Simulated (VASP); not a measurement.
Wanted: the native input for a VASP 6.6.1 run.

| Item | Value |
| --- | --- |
| Task | single point |
| Functional | PBE |
| Potentials or basis | VASP PAW PBE potentials, release 64 (Co) |
| Cutoff | 520 eV |
| k mesh | 17 × 17 × 10 |
| Occupations | fermi-dirac, width 0.05 eV |
| Spin | collinear spin, ferromagnetic start |
| Starting moments | [1.7, 1.7] μB |
| Dipole correction | no |
| Further INCAR settings | ALGO = Normal; EDIFF = 1e-07; NBANDS = 20 |

The structure of Co lies in POSCAR:

```
Co
1.0
    2.2972099873      0.0000000000      0.0000000000
   -1.1486049936      1.9894422068      0.0000000000
    0.0000000000      0.0000000000      3.7097728546
Co
2
Direct
    0.3333333333      0.6666666667      0.2500000000
    0.6666666667      0.3333333333      0.7500000000
```

These files were run (other wordings do the same):

INCAR

```
PREC = Accurate
ENCUT = 520
EDIFF = 1E-7
ISMEAR = -1
SIGMA = 0.05
LREAL = F
LASPH = T
NELM = 150
ALGO = Normal
ISIF = 2
LWAVE = F
LCHARG = T
ISPIN = 2
MAGMOM = 1.7 1.7
LORBIT = 11
LMAXMIX = 4
GGA = PE
LELF = T
LVHAR = T
NBANDS = 20
```

KPOINTS

```
regular mesh
0
Gamma
  17 17 10
```

Potentials or basis: VASP PAW PBE potentials, release 64 (Co).

Command:

```bash
$ cat potpaw_PBE.64/Co/POTCAR > POTCAR
$ mpirun -np 1 vasp_std > vasp.out
```

Results of the run:

```yaml
Pressure: 89.9 GPa
Net_moment: 2.56 μB per cell
Site_moments: Co +1.25 μB
Valence_electrons_inside_the_program's_atomic_spheres: Co 8.88
```

Caveat: the cell stands under pressure.

It took 71 s on 1 thread of Intel(R) Xeon(R) 6975P-C (Granite Rapids) (shared host), peak memory 0.21 GiB.
